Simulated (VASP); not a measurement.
# WSe2 (P6_3/mmc) in VASP: notebook

WSe2 is run at these levels: r2SCAN; tasks: single point.

Program: VASP 6.6.1. These are calculated values, not measurements. Logs are shortened: lines on timing, memory, paths and dates and some standing lists are left out, and cuts for length are marked.

## Step 1: The cell of the first run

It takes space group P6_3/mmc (No. 194, hexagonal). Conventional cell: a = 3.282 Å, b = 3.282 Å, c = 13.592 Å, α = 90.00°, β = 90.00°, γ = 120.00°. Within 3.3 Å of W (site symmetry -6m2) lie 6 Se at 2.53 Å and 6 W at 3.28 Å. Se (site symmetry 3m) has 3 W at 2.53 Å and 7 Se at 3.28 to 3.35 Å within 3.4 Å.

## Step 2: Single point, r2SCAN (equal strain along all axes, cell held: -1.0 %, then relaxed in part)

POSCAR reads:

```
WSe2
1.0
    3.2819644797      0.0000000000      0.0000000000
   -1.6409822399      2.8422646138      0.0000000000
    0.0000000000      0.0000000000     13.5916270142
W Se
2 4
Direct
    0.6666666667      0.3333333333      0.7500000000
    0.3333333333      0.6666666667      0.2500000000
    0.3333333333      0.6666666667      0.8730741755
    0.6666666667      0.3333333333      0.3730741755
    0.3333333333      0.6666666667      0.6269258245
    0.6666666667      0.3333333333      0.1269258245
```

INCAR.step1 reads:

```
ALGO = Normal ; EDIFF = 1E-4
ENCUT = 520 ; GGA = PE
ISMEAR = 0 ; LASPH = T
LCHARG = F ; LREAL = F
LWAVE = T ; NBANDS = 35
NELM = 80 ; PREC = Accurate
SIGMA = 0.02
```

INCAR.step2 reads:

```
ALGO = Normal ; EDIFF = 1E-6
ENCUT = 520 ; ISIF = 2
ISMEAR = 0 ; ISTART = 1
LASPH = T ; LCHARG = T
LELF = T ; LMIXTAU = T
LREAL = F ; LVHAR = T
LWAVE = F ; METAGGA = R2SCAN
NBANDS = 35 ; NELM = 80
PREC = Accurate ; SIGMA = 0.02
```

KPOINTS reads:

```
k-points
0
Gamma
  12 12 2
```

Potentials or basis: VASP PAW PBE potentials, release 64 (W_sv, Se).

Started as:

```
$ cat potpaw_PBE.64/W_sv/POTCAR potpaw_PBE.64/Se/POTCAR > POTCAR
$ cp INCAR.step1 INCAR
$ mpirun -np 1 vasp_std > vasp.out
$ cp INCAR.step2 INCAR
$ mpirun -np 1 vasp_std > vasp.out
```

OUTCAR:

```text
EDIFF = 1E-6
   ENCUT = 520
   ISIF = 2
   ISMEAR = 0
   ISTART = 1
   LASPH = T
   LREAL = F
   METAGGA = R2SCAN
   NELM = 80
   PREC = Accurate

 ion  position               nearest neighbor table
   1  0.667  0.333  0.750-   3 2.53   5 2.53   3 2.53   5 2.53   3 2.53   5 2.53
   2  0.333  0.667  0.250-   4 2.53   6 2.53   4 2.53   6 2.53   4 2.53   6 2.53
   3  0.333  0.667  0.873-   1 2.53   1 2.53   1 2.53
   4  0.667  0.333  0.373-   2 2.53   2 2.53   2 2.53
   5  0.333  0.667  0.627-   1 2.53   1 2.53   1 2.53
   6  0.667  0.333  0.127-   2 2.53   2 2.53   2 2.53

  LATTYP: Found a hexagonal cell.
 ALAT       =     3.2819644797
 C/A-ratio  =     4.1413083835

  Lattice vectors:

 A1 = (   3.2819644797,   0.0000000000,   0.0000000000)
 A2 = (  -1.6409822399,   2.8422646138,   0.0000000000)
 A3 = (   0.0000000000,   0.0000000000,  13.5916270142)

Analysis of symmetry for initial positions (statically):
=====================================================================
 Subroutine PRICEL returns:
 Original cell was already a primitive cell.

 Routine SETGRP: Setting up the symmetry group for a
 hexagonal supercell.

 Subroutine GETGRP returns: Found 24 space group operations
 (whereof 12 operations were pure point group operations)
 out of a pool of 24 trial point group operations.

The static configuration has the point symmetry D_3d.
 The point group associated with its full space group is D_6h.

Analysis of symmetry for dynamics (positions and initial velocities):
=====================================================================
 Subroutine PRICEL returns:
 Original cell was already a primitive cell.

 Routine SETGRP: Setting up the symmetry group for a
 hexagonal supercell.

 Subroutine GETGRP returns: Found 24 space group operations
 (whereof 12 operations were pure point group operations)
 out of a pool of 24 trial point group operations.

The dynamic configuration has the point symmetry D_3d.
 The point group associated with its full space group is D_6h.

 Subroutine INISYM returns: Found 24 space group operations
 (whereof 12 operations are pure point group operations),
 and found     1 'primitive' translations

----------------------------------------------------------------------------------------

                                     Primitive cell

  volume of cell :     126.7856

[... 98 lines left out ...]
   EDIFFG = 0.1E-04   stopping-criterion for IOM
   NSW    =      0    number of steps for IOM
   IBRION =     -1    ionic relax: 0-MD 1-quasi-New 2-CG
   NFREE  =      0    steps in history (QN), initial steepest desc. (CG)
   ISIF   =      2    stress and relaxation
   ISYM   =      2    0-nonsym 1-usesym 2-fastsym
   POTIM  = 0.5000    time-step for ionic-motion
   TEBEG  =    0.0;   TEEND  =   0.0 temperature during run
   PSTRESS=    0.0 pullay stress
   NELECT =      52.0000    total number of electrons
   NUPDOWN=      -1.0000    fix difference up-down
   EMIN   =  10.00;   EMAX   =-10.00  energy-range for DOS
   EFERMI =   0.00;   METHOD = LEGACY
   ISMEAR =     0;   SIGMA  =   0.02  broadening in eV -4-tet -1-fermi 0-gaus
   EFERMI_NEDOS =   21; number of points for ismear=-14 and -15
   IALGO  =     38    algorithm
   IMIX   =      4    mixing-type and parameters
     AMIX     =   0.40;   BMIX     =  1.00
     AMIX_MAG =   1.60;   BMIX_MAG =  1.00
  volume/ion in A,a.u.               =      21.13       142.60
  Fermi-wavevector in a.u.,A,eV,Ry     =   1.216333  2.298537 20.129373  1.479467
  Thomas-Fermi vector in A             =   2.351691
   LORBIT       =      0    0 simple, 1 ext, 2 COOP (PROOUT), +10 PAW based schemes
   METAGGA = R2SCAN    functional components
   LHFCALC =     F    Hartree Fock is set to
   AEXX    =    0.0000 exact exchange contribution
   IVDW    =     0    specifies the selected vdW correction
   LEPSILON=     F    determine dielectric tensor
   LRPA    =     F    only Hartree local field effects (RPA)
 non-spin polarized calculation
 Gauss-broadening in eV      SIGMA  =   0.02
  energy-cutoff  :      520.00
  volume of cell :      126.79
 maximum number of plane-waves:      3474
   NGX = 13   NGY = 13   NGZ = 51

 number of electron      51.9999995 magnetization

 Free energy of the ion-electron system (eV)
  ---------------------------------------------------
  ext. energy  EPLUGINS =         0.00000000
  ---------------------------------------------------
  free energy    TOTEN  =      -163.56923784 eV

  energy without entropy =     -163.56923784  energy(sigma->0) =     -163.56923784

 E-fermi :   5.6525     XC(G=0): -11.0875

 val. band max:        5.4622822675   @ k =   0.0000   0.0000   0.0000
 cond. band min:       6.7880545835   @ k =   0.1667   0.1667   0.0000
 fundamental gap:      1.3257723160
 Fermi energy:         5.6525334388

 k-point     1 :       0.0000    0.0000    0.0000
  band No.  band energies     occupation
      1     -70.6723      2.00000
      2     -70.6723      2.00000
      3     -34.2749      2.00000
      4     -34.2749      2.00000
      5     -34.1386      2.00000
      6     -34.1386      2.00000
[... 901 lines left out ...]
     34       9.7777      0.00000
     35      11.7692      0.00000

 [... further k-points ...]

------------------------ aborting loop because EDIFF is reached ----------------------------------------

  FORCE on cell =-STRESS in cart. coord.  units (eV):
  Direction    XX          YY          ZZ          XY          YZ          ZX
  --------------------------------------------------------------------------------------
  -------------------------------------------------------------------------------------
  Total        2.1948667      2.1948667      0.5625640     -0.0000000      0.0000000     -0.0000000
  in kB       27.7363234     27.7363234      7.1090686     -0.0000000      0.0000000     -0.0000000
  external PRESSURE =      20.8605718 kB  Pullay stress =       0.0000000 kB

 VOLUME and BASIS-vectors are now :
 -----------------------------------------------------------------------------
  energy-cutoff  :      520.00
  volume of cell :      126.79
      direct lattice vectors                 reciprocal lattice vectors
     3.281964480  0.000000000  0.000000000     0.304695558  0.175916063  0.000000000
    -1.640982240  2.842264614  0.000000000     0.000000000  0.351832125  0.000000000
     0.000000000  0.000000000 13.591627014     0.000000000  0.000000000  0.073574709

 POSITION                                       TOTAL-FORCE (eV/Angst)
 -----------------------------------------------------------------------------------
      1.64098      0.94742     10.19372        -0.000000     -0.000000      0.000000
     -0.00000      1.89484      3.39791         0.000000      0.000000      0.000000
     -0.00000      1.89484     11.86650        -0.000000      0.000000      0.045833
      1.64098      0.94742      5.07069        -0.000000      0.000000      0.045833
     -0.00000      1.89484      8.52094         0.000000      0.000000     -0.045833
      1.64098      0.94742      1.72513        -0.000000     -0.000000     -0.045833
 -----------------------------------------------------------------------------------
    total drift:                               -0.000000      0.000000     -0.000000

  FREE ENERGIE OF THE ION-ELECTRON SYSTEM (eV)
  ---------------------------------------------------
  free  energy   TOTEN  =      -163.5692378443 eV

  energy  without entropy=     -163.5692378443  energy(sigma->0) =     -163.56923784
```

OSZICAR.step1:

```text
N       E                     dE             d eps       ncg     rms          rms(c)
DAV:   1     0.496528114196E+03    0.49653E+03   -0.27839E+04  2956   0.144E+03
DAV:   2    -0.131990530011E+02   -0.50973E+03   -0.49256E+03  3107   0.385E+02
DAV:   3    -0.443439646530E+02   -0.31145E+02   -0.30523E+02  3221   0.891E+01
DAV:   4    -0.450717308795E+02   -0.72777E+00   -0.72420E+00  3223   0.138E+01
DAV:   5    -0.450817963841E+02   -0.10066E-01   -0.10050E-01  3199   0.176E+00    0.301E+01
DAV:   6    -0.435690248612E+02    0.15128E+01   -0.57694E+00  2970   0.159E+01    0.107E+01
DAV:   7    -0.433466762956E+02    0.22235E+00   -0.26897E+00  2859   0.787E+00    0.563E+00
DAV:   8    -0.431786648341E+02    0.16801E+00   -0.36404E-01  2967   0.418E+00    0.125E+00
DAV:   9    -0.431815723749E+02   -0.29075E-02   -0.57698E-02  3162   0.116E+00    0.901E-01
DAV:  10    -0.431801925164E+02    0.13799E-02   -0.12885E-02  2917   0.762E-01    0.134E-01
DAV:  11    -0.431801891837E+02    0.33328E-05   -0.16001E-03  2926   0.255E-01    0.169E-01
DAV:  12    -0.431801617812E+02    0.27402E-04   -0.58053E-05  1621   0.492E-02
   1 F= -.43180162E+02 E0= -.43180162E+02  d E =-.259400E-63
```

Run time: 6.1 min. Hardware: 1 thread of Intel Xeon Platinum 8488C (Sapphire Rapids), shared host; peak memory 0.34 GiB.

Results:

```
Free energy            : -163.5692 eV
Pressure               : 2.1 GPa
Largest force          : 0.046 eV/Å
Band gap on the k mesh : 1.33 eV (least direct gap 1.71 eV)
```

Forces on the atoms (eV/Å):
```
W    0.000  0.000  0.000
W    0.000  0.000  0.000
Se   0.000  0.000  0.046
Se   0.000  0.000  0.046
Se   0.000  0.000 -0.046
Se   0.000  0.000 -0.046
```

Caveat: the cell differs from its parent crystal (equal strain along all axes, cell held: -1.0 %, then relaxed in part); the PAW data sets were made with another functional, which shifts forces and pressure a little; spin-orbit coupling is left out, which moves the levels of the heavy elements. A k mesh can miss the band edges.

## Step 3: Single point, r2SCAN (biaxial strain in the a-b plane: -2.0 %, then relaxed in part)

POSCAR reads:

```
WSe2
1.0
    3.2488133234      0.0000000000      0.0000000000
   -1.6244066617      2.8135548702      0.0000000000
    0.0000000000      0.0000000000     13.8580994609
W Se
2 4
Direct
    0.6666666667      0.3333333333      0.7500000000
    0.3333333333      0.6666666667      0.2500000000
    0.3333333333      0.6666666667      0.8716422373
    0.6666666667      0.3333333333      0.3716422373
    0.3333333333      0.6666666667      0.6283577627
    0.6666666667      0.3333333333      0.1283577627
```

INCAR.step1 reads:

```
PREC = Accurate ; ENCUT = 520
ISMEAR = 0 ; SIGMA = 0.02
LREAL = F ; LASPH = T
NELM = 60 ; NBANDS = 35
GGA = PE ; ALGO = Normal
EDIFF = 1E-4 ; LWAVE = T
LCHARG = F
```

INCAR.step2 reads:

```
PREC = Accurate ; ENCUT = 520
EDIFF = 1E-6 ; ISMEAR = 0
SIGMA = 0.02 ; LREAL = F
LASPH = T ; NELM = 60
ALGO = Normal ; ISIF = 2
LWAVE = F ; LCHARG = F
METAGGA = R2SCAN ; LMIXTAU = T
NBANDS = 35 ; ISTART = 1
```

KPOINTS reads:

```
Automatic mesh
0
Gamma
  12 12 2
```

Potentials or basis: VASP PAW PBE potentials, release 64 (W_sv, Se).

Started as:

```
$ cat potpaw_PBE.64/W_sv/POTCAR potpaw_PBE.64/Se/POTCAR > POTCAR
$ cp INCAR.step1 INCAR
$ mpirun -np 1 vasp_std > vasp.out
$ cp INCAR.step2 INCAR
$ mpirun -np 1 vasp_std > vasp.out
```

Run time: 6.8 min. Hardware: 1 thread of Intel Xeon Platinum 8259CL at 2.50GHz (Skylake/Cascade Lake), shared host; peak memory 0.34 GiB.

The run converged. Its results:

* Free energy: -163.5101 eV
* Pressure: 3.6 GPa
* Largest force: 0.050 eV/Å
* Band gap on the k mesh: 1.39 eV (least direct gap 1.86 eV)

Forces on the atoms (eV/Å):
```
W    0.000  0.000  0.000
W    0.000  0.000  0.000
Se   0.000  0.000  0.050
Se   0.000  0.000  0.050
Se   0.000  0.000 -0.050
Se   0.000  0.000 -0.050
```

Stress tensor (GPa, compression positive):
```
5.19 0.00 0.00
0.00 5.19 0.00
0.00 0.00 0.40
```

Levels at points of the mesh, in eV from the valence-band top:
```
           k point  band 24  band 25  band 26  band 27  band 28  band 29
(0.00, 0.00, 0.00)    -1.25    -0.96    -0.06     3.19     3.19     3.21
(0.50, 0.00, 0.00)    -1.16    -1.03    -0.92     2.70     2.71     2.84
(0.00, 0.00, 0.50)    -1.26    -0.33    -0.33     3.19     3.19     3.19
(0.50, 0.00, 0.50)    -1.18    -0.98    -0.98     2.70     2.70     2.99
```

Caveat: the cell differs from its parent crystal (biaxial strain in the a-b plane: -2.0 %, then relaxed in part); the cell stands under pressure; the PAW data sets were made with another functional, which shifts forces and pressure a little; spin-orbit coupling is left out, which moves the levels of the heavy elements. A k mesh can miss the band edges.

## Step 4: Single point, r2SCAN

POSCAR is that of step 3.

INCAR.step1 reads:

```
SYSTEM = WSe2
ALGO     = Normal         ! electronic algorithm
EDIFF    = 1E-4           ! SCF threshold, eV
ENCUT    = 520            ! plane-wave cutoff, eV
GGA      = PE             ! functional
ISMEAR   = 0              ! smearing method
LASPH    = .TRUE.         ! aspherical terms in the spheres
LCHARG   = .FALSE.        ! write CHGCAR
LREAL    = .FALSE.        ! projectors in reciprocal space
LWAVE    = .TRUE.         ! write WAVECAR
NBANDS   = 35             ! bands
NELM     = 100            ! most SCF steps
PREC     = Accurate       ! precision mode
SIGMA    = 0.02           ! smearing width, eV
```

INCAR.step2 reads:

```
SYSTEM = WSe2
ALGO     = Normal         ! electronic algorithm
EDIFF    = 1E-7           ! SCF threshold, eV
ENCUT    = 520            ! plane-wave cutoff, eV
ISIF     = 2              ! what is computed and relaxed
ISMEAR   = 0              ! smearing method
ISTART   = 1            
LASPH    = .TRUE.         ! aspherical terms in the spheres
LCHARG   = .FALSE.        ! write CHGCAR
LMIXTAU  = .TRUE.       
LREAL    = .FALSE.        ! projectors in reciprocal space
LWAVE    = .FALSE.        ! write WAVECAR
METAGGA  = R2SCAN         ! meta-GGA
NBANDS   = 35             ! bands
NELM     = 100            ! most SCF steps
PREC     = Accurate       ! precision mode
SIGMA    = 0.02           ! smearing width, eV
```

KPOINTS reads:

```
k-points
0
G
  12 12 2
  0 0 0
```

Started as:

```
$ cat potpaw_PBE.64/W_sv/POTCAR potpaw_PBE.64/Se/POTCAR > POTCAR
$ cp INCAR.step1 INCAR
$ mpirun -np 1 vasp_std > vasp.out
$ cp INCAR.step2 INCAR
$ mpirun -np 1 vasp_std > vasp.out
```

Wall time 7.9 min (1 thread of Intel Xeon Platinum 8259CL at 2.50GHz (Skylake/Cascade Lake), shared host); peak memory 0.34 GiB.

The run converged. Its results:

```
Free energy            : -163.5101 eV
Pressure               : 3.6 GPa
Largest force          : 0.050 eV/Å
Band gap on the k mesh : 1.39 eV (least direct gap 1.86 eV)
```

Forces in eV/Å, atoms in the order of the input:
```
W    0.000  0.000  0.000
W    0.000  0.000  0.000
Se   0.000  0.000  0.050
Se   0.000  0.000  0.050
Se   0.000  0.000 -0.050
Se   0.000  0.000 -0.050
```

Stress tensor (GPa, compression positive):
```
5.19 0.00 0.00
0.00 5.19 0.00
0.00 0.00 0.40
```

Levels at points of the mesh, in eV from the valence-band top:
| k point | band 24 | band 25 | band 26 | band 27 | band 28 | band 29 |
| --- | --- | --- | --- | --- | --- | --- |
| (0.00, 0.00, 0.00) | -1.25 | -0.96 | -0.06 | 3.19 | 3.19 | 3.21 |
| (0.50, 0.00, 0.00) | -1.16 | -1.03 | -0.92 | 2.70 | 2.71 | 2.84 |
| (0.00, 0.00, 0.50) | -1.26 | -0.33 | -0.33 | 3.19 | 3.19 | 3.19 |
| (0.50, 0.00, 0.50) | -1.18 | -0.98 | -0.98 | 2.70 | 2.70 | 2.99 |

Caveat: the cell stands under pressure; the PAW data sets were made with another functional, which shifts forces and pressure a little; spin-orbit coupling is left out, which moves the levels of the heavy elements. A k mesh can miss the band edges.

## Step 5: Single point, r2SCAN (biaxial strain in the a-b plane: -2.0 %)

POSCAR reads:

```
WSe2
1.0
    3.2488133234      0.0000000000      0.0000000000
   -1.6244066617      2.8135548702      0.0000000000
    0.0000000000      0.0000000000     13.8936631701
W Se
2 4
Direct
    0.6666666667      0.3333333333      0.7500000000
    0.3333333333      0.6666666667      0.2500000000
    0.3333333333      0.6666666667      0.8714064905
    0.6666666667      0.3333333333      0.3714064905
    0.3333333333      0.6666666667      0.6285935095
    0.6666666667      0.3333333333      0.1285935095
```

INCAR.step1 reads:

```
SYSTEM = WSe2
ALGO     = Normal         ! electronic algorithm
EDIFF    = 1E-4           ! SCF threshold, eV
ENCUT    = 520            ! plane-wave cutoff, eV
GGA      = PE             ! functional
ISMEAR   = 0              ! smearing method
LASPH    = .True.         ! aspherical terms in the spheres
LCHARG   = .False.        ! write CHGCAR
LREAL    = .False.        ! projectors in reciprocal space
LWAVE    = .True.         ! write WAVECAR
NBANDS   = 35             ! bands
NELM     = 100            ! most SCF steps
PREC     = Accurate       ! precision mode
SIGMA    = 0.02           ! smearing width, eV
```

INCAR.step2, as its differences from that of step 4:

```diff
@@ -7,7 +7,7 @@
 ISTART   = 1            
-LASPH    = .TRUE.         ! aspherical terms in the spheres
-LCHARG   = .FALSE.        ! write CHGCAR
-LMIXTAU  = .TRUE.       
-LREAL    = .FALSE.        ! projectors in reciprocal space
-LWAVE    = .FALSE.        ! write WAVECAR
+LASPH    = .True.         ! aspherical terms in the spheres
+LCHARG   = .False.        ! write CHGCAR
+LMIXTAU  = .True.       
+LREAL    = .False.        ! projectors in reciprocal space
+LWAVE    = .False.        ! write WAVECAR
 METAGGA  = R2SCAN         ! meta-GGA
```

KPOINTS reads:

```
k-points
0
Gamma
  12 12 2
  0 0 0
```

Started as:

```
$ cat potpaw_PBE.64/W_sv/POTCAR potpaw_PBE.64/Se/POTCAR > POTCAR
$ cp INCAR.step1 INCAR
$ mpirun -np 1 vasp_std > vasp.out
$ cp INCAR.step2 INCAR
$ mpirun -np 1 vasp_std > vasp.out
```

Wall time 6.7 min (1 thread of Intel Xeon Platinum 8259CL at 2.50GHz (Skylake/Cascade Lake), shared host); peak memory 0.34 GiB.

The run converged. Its results:

| Item | Value |
| --- | --- |
| Free energy | -163.5102 eV |
| Pressure | 3.5 GPa |
| Largest force | 0.032 eV/Å |
| Band gap on the k mesh | 1.39 eV (least direct gap 1.86 eV) |

Forces on the atoms (eV/Å):
```
W    0.000  0.000  0.000
W    0.000  0.000  0.000
Se   0.000  0.000  0.032
Se   0.000  0.000  0.032
Se   0.000  0.000 -0.032
Se   0.000  0.000 -0.032
```

Stress tensor (GPa, compression positive):
```
5.11 0.00 0.00
0.00 5.11 0.00
0.00 0.00 0.20
```

Levels at points of the mesh, in eV from the valence-band top:
```tsv
k point	band 22	band 23	band 24	band 25	band 26	band 27	band 28	band 29	band 30	band 31
(0.00, 0.00, 0.00)	-1.26	-1.24	-1.24	-0.96	-0.07	3.19	3.19	3.21	3.21	3.28
(0.50, 0.00, 0.00)	-2.47	-1.21	-1.16	-1.02	-0.92	2.70	2.72	2.84	3.11	3.65
(0.00, 0.00, 0.50)	-1.25	-1.25	-1.25	-0.34	-0.34	3.19	3.19	3.19	3.19	3.33
(0.50, 0.00, 0.50)	-2.52	-1.18	-1.18	-0.97	-0.97	2.71	2.71	2.98	2.98	3.97
```

Caveat: the cell differs from its parent crystal (biaxial strain in the a-b plane: -2.0 %); the cell stands under pressure; the PAW data sets were made with another functional, which shifts forces and pressure a little; spin-orbit coupling is left out, which moves the levels of the heavy elements. A k mesh can miss the band edges.

## Step 6: Summary

| cell | gap on the mesh (eV) | pressure (GPa) | largest force (eV/Å) |
| --- | --- | --- | --- |
| a = 3.282, b = 3.282, c = 13.592 Å, angles 90.0, 90.0, 120.0°, 6 atoms, atomic positions A | 1.33 | 2.1 | 0.05 |
| a = 3.249, b = 3.249, c = 13.858 Å, angles 90.0, 90.0, 120.0°, 6 atoms, atomic positions B | 1.39 | 3.6 | 0.05 |
| a = 3.249, b = 3.249, c = 13.894 Å, angles 90.0, 90.0, 120.0°, 6 atoms, atomic positions C | 1.39 | 3.5 | 0.03 |

Alike in all rows: task single point; level r2SCAN; potentials or basis VASP PAW PBE potentials, release 64 (W_sv, Se); no spin polarisation; k mesh 12 × 12 × 2; cutoff (eV) 520; smearing gaussian 0.02 eV.

Caveats: the PAW data sets were made with another functional, which shifts forces and pressure a little; spin-orbit coupling is left out, which moves the levels of the heavy elements; the cell stands under pressure (at least some runs).

Absolute energies hang on the potentials; compare differences alone.
